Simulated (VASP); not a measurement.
Set up this calculation in VASP 6.6.1, as the native input.

```
Task                   : single point
Functional             : PBEsol
Potentials or basis    : VASP PAW PBE potentials, release 64 (Ta_pv, N)
Cutoff                 : 520 eV
k mesh                 : 18 × 18 × 16
Occupations            : gaussian, width 0.15 eV
Spin                   : no spin polarisation
Dipole correction      : no
Further INCAR settings : ALGO = Normal; EDIFF = 1e-06; NBANDS = 15
```

The structure of TaN lies in POSCAR:

```
TaN
1.0
    3.0337000000      0.0000000000      0.0000000000
   -1.5168500000      2.6272612675      0.0000000000
    0.0000000000      0.0000000000      2.9784000000
Ta N
1 1
Direct
    0.3333333333      0.6666666667      0.5000000000
    0.0000000000      0.0000000000      0.0000000000
```

These files were run (other wordings do the same):

INCAR

```
SYSTEM = TaN
ALGO = Normal
EDIFF = 1E-6
ENCUT = 520
GGA = PS
ISIF = 2
ISMEAR = 0
LASPH = .TRUE.
LCHARG = .TRUE.
LELF = .TRUE.
LREAL = .FALSE.
LVHAR = .TRUE.
LWAVE = .FALSE.
NBANDS = 15
NELM = 60
PREC = Accurate
SIGMA = 0.15
```

KPOINTS

```
k-points
0
G
  18 18 16
  0 0 0
```

Potentials or basis: VASP PAW PBE potentials, release 64 (Ta_pv, N).

Launch:

```console
$ cat potpaw_PBE.64/Ta_pv/POTCAR potpaw_PBE.64/N/POTCAR > POTCAR
$ mpirun -np 1 vasp_std > vasp.out
```

It gave:

```
Pressure               : -31.1 GPa
Band gap on the k mesh : zero (band 8 reaches 7.40 eV, above the bottom of band 9 at 7.02 eV)
```

Caveat: the PAW data sets were made with another functional, which shifts forces and pressure a little; spin-orbit coupling is left out, which moves the levels of the heavy elements.

It took 33 s on 1 thread of Intel(R) Xeon(R) Platinum 8559C (Emerald Rapids) (shared host), peak memory 0.23 GiB.
